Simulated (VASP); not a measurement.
A run of VASP 6.6.1 is set up as follows.

File INCAR:

```
PREC = Accurate
ENCUT = 520
EDIFF = 1E-6
ISMEAR = 0
SIGMA = 0.1
LREAL = False
LASPH = True
NELM = 80
ALGO = Normal
ISIF = 2
LWAVE = False
LCHARG = True
GGA = PS
LELF = True
LVHAR = True
NBANDS = 8
```

Contents of KPOINTS:

```
Automatic mesh
0
Gamma
  14 14 14
```

The input POSCAR:

```
Sb
1.0
    2.9203564678      0.0000000000      0.0000000000
    0.0000000000      2.9203564678      0.0000000000
    0.0000000000      0.0000000000      2.9203564678
Sb
1
Direct
    0.0000000000      0.0000000000      0.0000000000
```

Potentials or basis: VASP PAW PBE potentials, release 64 (Sb).

The run is started by

```bash
$ cat potpaw_PBE.64/Sb/POTCAR > POTCAR
$ mpirun -np 1 vasp_std > vasp.out
```

Problem. Predict the pressure.

Solution. 12.4 GPa.

Caveat: the PAW data sets were made with another functional, which shifts forces and pressure a little.
